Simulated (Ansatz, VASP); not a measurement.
Sn3TeO2: VASP beside Ansatz

```
Sn Te O
1.0
     3.13092    0.00000    0.00000
     0.00000    3.13092    0.00000
     0.00000    0.00000   13.55540
Sn Te O
3 1 2
Cartesian
  1.5655 1.5655 3.1500
  1.5655 1.5655 6.7777
  1.5655 1.5655 10.4054
  0.0000 0.0000 0.0000
  0.0000 0.0000 4.0649
  0.0000 0.0000 9.4906
```

Change from the starting cell: species swapped into the Al3Ni2Pt type (P4/mmm, No. 123).

Alike in both runs: functional PBE; k mesh 12 × 12 × 4; occupations gaussian, width 0.1 eV; no spin polarisation.

Ansatz relaxed the structure, and its values are those at the end. VASP's run is a single point on that final structure, the one shown.

```csv
,VASP,Ansatz
version,VASP 6.6.1,Ansatz 0.2.0
potentials or method,"VASP PAW PBE potentials, release 64 (Sn_d, Te, O), cutoff 520 eV","scalar-relativistic, plane waves, PAW"
valence electrons in the cell,60,70
```

|  | VASP | Ansatz | Ansatz less VASP |
| --- | --- | --- | --- |
| gap on the k mesh at the Fermi level (eV) | none | none | - |
| pressure (GPa) | 0.0 | 0.0 | 0.00 |
| rms of the force components (eV/Å) | 0.009 | 0.000 | -0.0090 |

A gap of «none» marks a metal or a gap that the smearing closes. With one functional, cell and mesh, what is left measures potentials, basis and numerics. VASP's potentials hold 60 valence electrons a cell and Ansatz's 70, so a difference there can come from the potentials and not from the codes.

Spin-orbit coupling is off throughout.
